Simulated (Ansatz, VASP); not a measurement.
# Two plane-wave programs on BeZn4O

```
Be Zn O
1.0
     4.38686    0.00000    0.00000
     0.00000    4.38686    0.00000
     0.00000    0.00000    5.26715
Be Zn O
1 4 1
Cartesian
  2.1934 2.1934 2.6336
  0.0000 2.1934 0.0000
  2.1934 0.0000 0.0000
  0.0000 2.1934 2.6336
  2.1934 0.0000 2.6336
  0.0000 0.0000 2.6336
```

Alike in both runs: functional PBE; k mesh 4 × 4 × 3; occupations gaussian, width 0.2 eV; no spin polarisation.

Ansatz relaxed the structure, and its values are those at the end. VASP's run is a single point on that final structure, the one shown.

```csv
,VASP,Ansatz
version,VASP 6.6.1,Ansatz 0.2.0
potentials or method,"VASP PAW PBE potentials, release 64 (Be, Zn, O), cutoff 600 eV","scalar-relativistic, plane waves, PAW"
valence electrons in the cell,56,56
```

Ansatz gave:

```
gap on the k mesh at the Fermi level (eV) : none
pressure (GPa)                            : 0.2
```

Estimate VASP's values.

gap on the k mesh at the Fermi level (eV): none; pressure (GPa): 0.3.

A gap of «none» marks a metal or a gap that the smearing closes. The functional is the same, so the differences come from potentials, cutoffs and numerics.

The k mesh is coarse, so the values compare programs but aren't converged.
